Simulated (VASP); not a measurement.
Runs of VASP 6.6.1 on W. The structure is that of space group Im-3m (No. 229), or close to it. The cells are those of the table. 

```tsv
task	cell	smearing	gap on the mesh (eV)	pressure (GPa)	relaxed volume (Å³/atom)
relaxation of cell and atoms	relaxed from a = 2.731 Å, angles 109.5°, 1 atom	fermi-dirac 0.15 eV	none	0.0	(a)
single point	a = 2.732 Å, angles 109.5°, 1 atom	fermi-dirac 0.15 eV	none	0.6	-
single point	a = 2.731 Å, angles 109.5°, 1 atom	gaussian 0.1 eV	none	0.6	-
relaxation of cell and atoms	relaxed from a = 2.733 Å, angles 109.5°, 1 atom	gaussian 0.1 eV	none	0.0	15.71
```

Alike in all rows: level PBEsol; potentials or basis VASP PAW PBE potentials, release 64 (W_sv); no spin polarisation; k mesh 16 × 16 × 16; cutoff (eV) 500.

Problem. Fill in the values left out.

Solution. (a) 15.72.

Caveats: the PAW data sets were made with another functional, which shifts forces and pressure a little; spin-orbit coupling is left out, which moves the levels of the heavy elements.

A k mesh can miss the band edges, and the runs leave out spin-orbit coupling on W.

A gap of «none» marks levels without a gap at the run's occupations.
